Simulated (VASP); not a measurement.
# Li (R-3m) in VASP: notebook

The runs below take Li through electric field gradients, with PBEsol.

Everything below comes from runs of VASP 6.6.1. Logs are shortened: lines on timing, memory, paths and dates and some standing lists are left out, and cuts for length are marked.

## Step 1: The cell of the first run

Symmetry: R-3m, No. 166, trigonal system. The conventional cell has a = 3.122 Å, b = 3.122 Å, c = 22.916 Å, α = 90.00°, β = 90.00°, γ = 120.00°. Li (site symmetry -3m) has 12 Li at 3.12 Å within 4.1 Å. Li (site symmetry 3m) has 12 Li at 3.11 to 3.12 Å within 4.1 Å.

## Step 2: Electric field gradients, PBEsol (21.49 Å³/atom)

Input file INCAR:

```
SYSTEM = Li
ALGO = Normal
EDIFF = 1E-8
ENCUT = 520
GGA = PS
ISIF = 2
ISMEAR = -1
LASPH = .True.
LCHARG = .False.
LEFG = .True.
LREAL = .False.
LWAVE = .False.
NBANDS = 12
NELM = 100
PREC = Accurate
SIGMA = 0.05
```

Input file KPOINTS:

```
k-points
0
Gamma
  12 12 12
  0 0 0
```

Input file POSCAR:

```
Li
1.0
    1.5607674700      0.9011095189      7.6385551070
   -1.5607674700      0.9011095189      7.6385551070
    0.0000000000     -1.8022190380      7.6385551070
Li
3
Direct
    0.0000000000      0.0000000000      0.0000000000
    0.2220000000      0.2220000000      0.2220000000
    0.7780000000      0.7780000000      0.7780000000
```

Potentials or basis: VASP PAW PBE potentials, release 64 (Li_sv).

Launch:

```
> cat potpaw_PBE.64/Li_sv/POTCAR > POTCAR
> mpirun -np 1 vasp_std > vasp.out
```

OUTCAR:

```text
SYSTEM = Li
   EDIFF = 1E-8
   ENCUT = 520
   GGA = PS
   ISIF = 2
   ISMEAR = -1
   LASPH = .True.
   LREAL = .False.
   NELM = 100
   PREC = Accurate

 ion  position               nearest neighbor table
   1  0.000  0.000  0.000-
   2  0.222  0.222  0.222-
   3  0.778  0.778  0.778-

  LATTYP: Found a trigonal (rhomboedric) cell.
 ALAT       =     7.8482811865
 COS(alpha) =     0.9209034946

  Lattice vectors:

 A1 = (   1.5607674700,   0.9011095189,   7.6385551070)
 A2 = (  -1.5607674700,   0.9011095189,   7.6385551070)
 A3 = (   0.0000000000,  -1.8022190380,   7.6385551070)

Analysis of symmetry for initial positions (statically):
=====================================================================
 Subroutine PRICEL returns:
 Original cell was already a primitive cell.

 Routine SETGRP: Setting up the symmetry group for a
 trigonal (rhombohedral) supercell.

 Subroutine GETGRP returns: Found 12 space group operations
 (whereof 12 operations were pure point group operations)
 out of a pool of 12 trial point group operations.

The static configuration has the point symmetry D_3d.

Analysis of symmetry for dynamics (positions and initial velocities):
=====================================================================
 Subroutine PRICEL returns:
 Original cell was already a primitive cell.

 Routine SETGRP: Setting up the symmetry group for a
 trigonal (rhombohedral) supercell.

 Subroutine GETGRP returns: Found 12 space group operations
 (whereof 12 operations were pure point group operations)
 out of a pool of 12 trial point group operations.

The dynamic configuration has the point symmetry D_3d.

 Subroutine INISYM returns: Found 12 space group operations
 (whereof 12 operations are pure point group operations),
 and found     1 'primitive' translations

----------------------------------------------------------------------------------------

                                     Primitive cell

[... 138 lines left out ...]

 E-fermi :   0.4503     XC(G=0):  -6.8770

 val. band max:        0.4325829421   @ k =  -0.1667   0.1667   0.1667
 cond. band min:       0.4602148400   @ k =  -0.3333   0.1667   0.1667
 fundamental gap:      0.0276318979
 Fermi energy:         0.4502850936

 k-point     1 :       0.0000    0.0000    0.0000
  band No.  band energies     occupation
      1     -45.5455      2.00000
      2     -45.5337      2.00000
      3     -45.5289      2.00000
      4      -3.0093      2.00000
      5      -1.0909      2.00000
      6      -1.0901      2.00000
      7       5.9194      0.00000
      8       5.9452      0.00000
      9      12.7822      0.00000
     10      12.7822      0.00000
     11      12.9171      0.00000
     12      12.9171      0.00000
[... 331 lines left out ...]
 k-point    24 :      -0.4167    0.1667    0.0000
  band No.  band energies     occupation
      1     -45.5322      2.00000
      2     -45.5230      2.00000
      3     -45.5213      2.00000
      4       0.8366      0.00088
      5       1.5929      0.00000
      6       1.8877      0.00000
      7       3.9793      0.00000
      8       4.2096      0.00000
      9       4.8113      0.00000
     10       6.6203      0.00000
     11       7.1426      0.00000
     12       8.7579      0.00000

 [... further k-points ...]

------------------------ aborting loop because EDIFF is reached ----------------------------------------

  FORCE on cell =-STRESS in cart. coord.  units (eV):
  Direction    XX          YY          ZZ          XY          YZ          ZX
  --------------------------------------------------------------------------------------
  -------------------------------------------------------------------------------------
  Total       -0.3016339     -0.3016339     -0.4154504      0.0000000      0.0000000     -0.0000000
  in kB       -7.4974299     -7.4974299    -10.3264623      0.0000000      0.0000000     -0.0000000
  external PRESSURE =      -8.4404407 kB  Pullay stress =       0.0000000 kB

 VOLUME and BASIS-vectors are now :
 -----------------------------------------------------------------------------
  energy-cutoff  :      520.00
  volume of cell :       64.46
      direct lattice vectors                 reciprocal lattice vectors
     1.560767470  0.901109519  7.638555107     0.320355216  0.184957170  0.043638270
    -1.560767470  0.901109519  7.638555107    -0.320355216  0.184957170  0.043638270
     0.000000000 -1.802219038  7.638555107     0.000000000 -0.369914340  0.043638270

 POSITION                                       TOTAL-FORCE (eV/Angst)
 -----------------------------------------------------------------------------------
      0.00000      0.00000      0.00000         0.000000      0.000000      0.000000
      0.00000     -0.00000      5.08728         0.000000     -0.000000      0.008730
      0.00000     -0.00000     17.82839         0.000000      0.000000     -0.008730
 -----------------------------------------------------------------------------------
    total drift:                               -0.000000     -0.000000      0.000000

  FREE ENERGIE OF THE ION-ELECTRON SYSTEM (eV)
  ---------------------------------------------------
  free  energy   TOTEN  =        -5.9029653500 eV

  energy  without entropy=       -5.8915870340  energy(sigma->0) =       -5.89727619

 Electric field gradients (V/A^2)
---------------------------------------------------------------------
 ion       V_xx      V_yy      V_zz      V_xy      V_xz      V_yz
---------------------------------------------------------------------
   1      -0.035    -0.035     0.070     0.000    -0.000     0.000
   2      -0.041    -0.041     0.082     0.000    -0.000     0.000
   3      -0.041    -0.041     0.082     0.000    -0.000     0.000
---------------------------------------------------------------------

 Electric field gradients after diagonalization (V/A^2)
 (convention: |V_zz| > |V_xx| > |V_yy|)
----------------------------------------------------------------------
 ion       V_xx      V_yy      V_zz     asymmetry (V_yy - V_xx)/ V_zz
----------------------------------------------------------------------
   1      -0.035    -0.035     0.070       0.000
   2      -0.041    -0.041     0.082       0.000
   3      -0.041    -0.041     0.082       0.000
----------------------------------------------------------------------

           NMR quadrupolar parameters

 Cq : quadrupolar parameter    Cq=e*Q*V_zz/h
 eta: asymmetry parameters     (V_yy - V_xx)/ V_zz
 Q  : nuclear electric quadrupole moment in mb (millibarn)
----------------------------------------------------------------------
 ion       Cq(MHz)       eta       Q (mb)
----------------------------------------------------------------------
   1       0.000       0.000       1.000
   2       0.000       0.000       1.000
   3       0.000       0.000       1.000
----------------------------------------------------------------------
```

Wall time 13 min (1 thread of AMD EPYC 7R13 (Zen 3), shared host); peak memory 0.47 GiB.

What came out:

```yaml
Free_energy: -5.9030 eV
Largest_force: 0.009 eV/Å
Band_gap_on_the_k_mesh: zero (an odd number of electrons rules out a gap without spin polarisation)
Largest_electric_field_gradient_by_atom: Li +0.07, +0.08 (each value once) V/Å²
```

Forces in eV/Å, atoms in the order of the input:
```
Li   0.000  0.000  0.000
Li   0.000  0.000  0.009
Li   0.000  0.000 -0.009
```

Levels at points of the mesh, in eV from the Fermi level:
```csv
k point,band 1,band 2,band 3,band 4,band 5,band 6,band 7,band 8,band 9,band 10
"(0.00, 0.00, 0.00)",-46.00,-45.98,-45.98,-3.46,-1.54,-1.54,5.47,5.49,12.33,12.33
"(0.50, 0.00, 0.00)",-45.98,-45.97,-45.97,-0.03,0.81,1.04,3.58,3.71,4.32,8.13
"(0.50, 0.50, 0.00)",-45.98,-45.97,-45.97,0.25,0.35,1.13,3.07,4.27,5.34,6.53
"(0.50, 0.50, 0.50)",-45.99,-45.99,-45.98,-2.98,-2.97,0.03,2.78,10.13,10.17,12.03
```

Caveat: the cutoff is under 1.25 times the usual one of these potentials, so pressure, stress and relaxed cells hold a basis-set (Pulay) error; without QUAD_EFG the Cq values of the log hold for a quadrupole moment of 1 mb, not for the nuclei; the PAW data sets were made with another functional, which shifts forces and pressure a little.

## Step 3: Electric field gradients, PBEsol (22.33 Å³/atom)

This run uses another cell than the first one, of 22.33 Å³/atom.

Input file INCAR:

```
SYSTEM = Li
PREC = Accurate ; ENCUT = 520
EDIFF = 1E-8 ; ISMEAR = -1
SIGMA = 0.05 ; LREAL = .FALSE.
LASPH = .TRUE. ; NELM = 60
ALGO = Normal ; ISIF = 2
LWAVE = .FALSE. ; LCHARG = .FALSE.
GGA = PS ; LEFG = .TRUE.
NBANDS = 12
```

Input file KPOINTS:

```
regular mesh
0
G
  12 12 12
  0 0 0
```

Input file POSCAR:

```
Li
1.0
    1.5809086266      0.9127380211      7.7371279804
   -1.5809086266      0.9127380211      7.7371279804
    0.0000000000     -1.8254760423      7.7371279804
Li
3
Direct
    0.0000000000      0.0000000000      0.0000000000
    0.2220000000      0.2220000000      0.2220000000
    0.7780000000      0.7780000000      0.7780000000
```

Potentials or basis: VASP PAW PBE potentials, release 64 (Li_sv).

Launch:

```
> cat potpaw_PBE.64/Li_sv/POTCAR > POTCAR
> mpirun -np 1 vasp_std > vasp.out
```

OUTCAR:

```text
SYSTEM = Li
   PREC = Accurate
   ENCUT = 520
   EDIFF = 1E-8
   ISMEAR = -1
   LREAL = .FALSE.
   LASPH = .TRUE.
   NELM = 60
   ISIF = 2
   GGA = PS

 ion  position               nearest neighbor table
   1  0.000  0.000  0.000-
   2  0.222  0.222  0.222-
   3  0.778  0.778  0.778-

  LATTYP: Found a trigonal (rhomboedric) cell.
 ALAT       =     7.9495605014
 COS(alpha) =     0.9209034946

  Lattice vectors:

 A1 = (   1.5809086266,   0.9127380211,   7.7371279804)
 A2 = (  -1.5809086266,   0.9127380211,   7.7371279804)
 A3 = (   0.0000000000,  -1.8254760423,   7.7371279804)

Analysis of symmetry for initial positions (statically):
=====================================================================
 Subroutine PRICEL returns:
 Original cell was already a primitive cell.

 Routine SETGRP: Setting up the symmetry group for a
 trigonal (rhombohedral) supercell.

 Subroutine GETGRP returns: Found 12 space group operations
 (whereof 12 operations were pure point group operations)
 out of a pool of 12 trial point group operations.

The static configuration has the point symmetry D_3d.

Analysis of symmetry for dynamics (positions and initial velocities):
=====================================================================
 Subroutine PRICEL returns:
 Original cell was already a primitive cell.

 Routine SETGRP: Setting up the symmetry group for a
 trigonal (rhombohedral) supercell.

 Subroutine GETGRP returns: Found 12 space group operations
 (whereof 12 operations were pure point group operations)
 out of a pool of 12 trial point group operations.

[... 512 lines left out ...]
     10       6.3594      0.00000
     11       6.8560      0.00000
     12       8.4320      0.00000

 [... further k-points ...]

------------------------ aborting loop because EDIFF is reached ----------------------------------------

  FORCE on cell =-STRESS in cart. coord.  units (eV):
  Direction    XX          YY          ZZ          XY          YZ          ZX
  --------------------------------------------------------------------------------------
  -------------------------------------------------------------------------------------
  Total       -0.4819033     -0.4819033     -0.5939526      0.0000000      0.0000000      0.0000000
  in kB      -11.5262106    -11.5262106    -14.2062175      0.0000000      0.0000000      0.0000000
  external PRESSURE =     -12.4195462 kB  Pullay stress =       0.0000000 kB

 VOLUME and BASIS-vectors are now :
 -----------------------------------------------------------------------------
  energy-cutoff  :      520.00
  volume of cell :       66.99
      direct lattice vectors                 reciprocal lattice vectors
     1.580908627  0.912738021  7.737127980     0.316273813  0.182600771  0.043082308
    -1.580908627  0.912738021  7.737127980    -0.316273813  0.182600771  0.043082308
     0.000000000 -1.825476042  7.737127980     0.000000000 -0.365201543  0.043082308

 POSITION                                       TOTAL-FORCE (eV/Angst)
 -----------------------------------------------------------------------------------
      0.00000      0.00000      0.00000         0.000000      0.000000      0.000000
      0.00000     -0.00000      5.15293         0.000000     -0.000000      0.007798
      0.00000     -0.00000     18.05846         0.000000      0.000000     -0.007798
 -----------------------------------------------------------------------------------
    total drift:                               -0.000000     -0.000000      0.000000

  FREE ENERGIE OF THE ION-ELECTRON SYSTEM (eV)
  ---------------------------------------------------
  free  energy   TOTEN  =        -5.8884044269 eV

  energy  without entropy=       -5.8768223118  energy(sigma->0) =       -5.88261337

 Electric field gradients (V/A^2)
---------------------------------------------------------------------
 ion       V_xx      V_yy      V_zz      V_xy      V_xz      V_yz
---------------------------------------------------------------------
   1      -0.033    -0.033     0.065    -0.000    -0.000     0.000
   2      -0.037    -0.037     0.074    -0.000     0.000     0.000
   3      -0.037    -0.037     0.074    -0.000    -0.000     0.000
---------------------------------------------------------------------

 Electric field gradients after diagonalization (V/A^2)
 (convention: |V_zz| > |V_xx| > |V_yy|)
----------------------------------------------------------------------
 ion       V_xx      V_yy      V_zz     asymmetry (V_yy - V_xx)/ V_zz
----------------------------------------------------------------------
   1      -0.033    -0.033     0.065       0.000
   2      -0.037    -0.037     0.074       0.000
   3      -0.037    -0.037     0.074       0.000
----------------------------------------------------------------------

           NMR quadrupolar parameters

 Cq : quadrupolar parameter    Cq=e*Q*V_zz/h
 eta: asymmetry parameters     (V_yy - V_xx)/ V_zz
 Q  : nuclear electric quadrupole moment in mb (millibarn)
----------------------------------------------------------------------
 ion       Cq(MHz)       eta       Q (mb)
----------------------------------------------------------------------
   1       0.000       0.000       1.000
   2       0.000       0.000       1.000
   3       0.000       0.000       1.000
----------------------------------------------------------------------
```

OSZICAR:

```text
N       E                     dE             d eps       ncg     rms          rms(c)
DAV:   1     0.241812090329E+02    0.24181E+02   -0.34812E+03  4544   0.646E+02
DAV:   2    -0.150432822877E+00   -0.24332E+02   -0.23679E+02  5460   0.145E+02
DAV:   3    -0.579629777440E+01   -0.56459E+01   -0.55998E+01  8712   0.373E+01
DAV:   4    -0.589451534009E+01   -0.98218E-01   -0.98158E-01  6036   0.831E+00
DAV:   5    -0.589679765695E+01   -0.22823E-02   -0.22822E-02  7072   0.102E+00    0.722E-01
DAV:   6    -0.589111680500E+01    0.56809E-02   -0.21352E-03  7784   0.243E-01    0.409E-01
DAV:   7    -0.588833586396E+01    0.27809E-02   -0.36607E-03  7888   0.334E-01    0.326E-02
DAV:   8    -0.588840822579E+01   -0.72362E-04   -0.91669E-04  6308   0.177E-01    0.303E-02
DAV:   9    -0.588841119707E+01   -0.29713E-05   -0.39532E-05  7108   0.411E-02    0.303E-02
DAV:  10    -0.588840472073E+01    0.64763E-05   -0.12578E-05  7928   0.245E-02    0.111E-03
DAV:  11    -0.588840459201E+01    0.12871E-06   -0.12034E-06  6252   0.776E-03    0.107E-03
DAV:  12    -0.588840443656E+01    0.15545E-06   -0.48468E-08  6376   0.174E-03    0.229E-04
DAV:  13    -0.588840441172E+01    0.24841E-07   -0.10119E-09  4136   0.294E-04    0.797E-05
DAV:  14    -0.588840442621E+01   -0.14496E-07   -0.58538E-10  3680   0.184E-04    0.136E-05
DAV:  15    -0.588840442686E+01   -0.64585E-09   -0.16180E-10  3540   0.119E-04
   1 F= -.58884044E+01 E0= -.58826134E+01  d E =-.115821E-01
```

stdout:

```text
POSCAR found type information on POSCAR Li
 POSCAR found :  1 types and       3 ions
 scaLAPACK will be used
 -----------------------------------------------------------------------------
|                                                                             |
|                                                                             |
|     You enforced a specific xc type in the INCAR file but a different       |
|     I HOPE YOU KNOW WHAT YOU ARE DOING!                                     |
|                                                                             |
 -----------------------------------------------------------------------------

 LDA part: xc-table for (Slater+PW92), standard interpolation
 POSCAR, INCAR and KPOINTS ok, starting setup
 FFT: planning ... GRIDC
 FFT: planning ... GRID_SOFT
 FFT: planning ... GRID
 WAVECAR not read
 entering main loop
ion   1

ion   2

ion   3
```

Run time: 13 min. Hardware: 1 thread of AMD EPYC 7R13 (Zen 3), shared host; peak memory 0.45 GiB.

Results:

```
Free energy                             : -5.8884 eV
Largest force                           : 0.008 eV/Å
Band gap on the k mesh                  : zero (an odd number of electrons rules out a gap without spin polarisation)
Largest electric field gradient by atom : Li +0.07 V/Å²
```

Forces on the atoms (eV/Å):
```
Li   0.000  0.000  0.000
Li   0.000  0.000  0.008
Li   0.000  0.000 -0.008
```

Caveat: the cutoff is under 1.25 times the usual one of these potentials, so pressure, stress and relaxed cells hold a basis-set (Pulay) error; without QUAD_EFG the Cq values of the log hold for a quadrupole moment of 1 mb, not for the nuclei; the PAW data sets were made with another functional, which shifts forces and pressure a little.

(Part 1 of 2 ends here.)

The gap in the log of VASP goes by the Fermi energy; the results here count the filled bands.